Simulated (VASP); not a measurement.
Here is a VASP 6.6.1 calculation.

File INCAR:

```
SYSTEM = W
PREC     = Accurate       ! precision mode
ENCUT    = 520            ! plane-wave cutoff, eV
EDIFF    = 1E-7           ! SCF threshold, eV
ISMEAR   = 0              ! smearing method
SIGMA    = 0.05           ! smearing width, eV
LREAL    = .False.        ! projectors in reciprocal space
LASPH    = .True.         ! aspherical terms in the spheres
NELM     = 80             ! most SCF steps
ALGO     = Normal         ! electronic algorithm
ISIF     = 2              ! what is computed and relaxed
LWAVE    = .False.        ! write WAVECAR
LCHARG   = .False.        ! write CHGCAR
GGA      = PE             ! functional
NBANDS   = 21             ! bands
```

File KPOINTS:

```
Automatic mesh
0
Gamma
  8 8 4
  0 0 0
```

The input POSCAR:

```
W
1.0
    2.7698161285      0.0000000000      0.0000000000
   -1.3849080642      2.3987311311      0.0000000000
    0.0000000000      0.0000000000      4.9550841044
W
2
Direct
    0.3333333333      0.6666666667      0.7500000000
    0.6666666667      0.3333333333      0.2500000000
```

Potentials or basis: VASP PAW PBE potentials, release 64 (W_sv).

Launch:

```sh
$ cat potpaw_PBE.64/W_sv/POTCAR > POTCAR
$ mpirun -np 1 vasp_std > vasp.out
```

(1) Estimate the band gap on the k mesh.

(2) Predict the pressure.

Answers

(1) zero (bands 14 and 15 overlap by 1.66 eV).

(2) 0.5 GPa.

Caveat: spin-orbit coupling is left out, which moves the levels of the heavy elements.
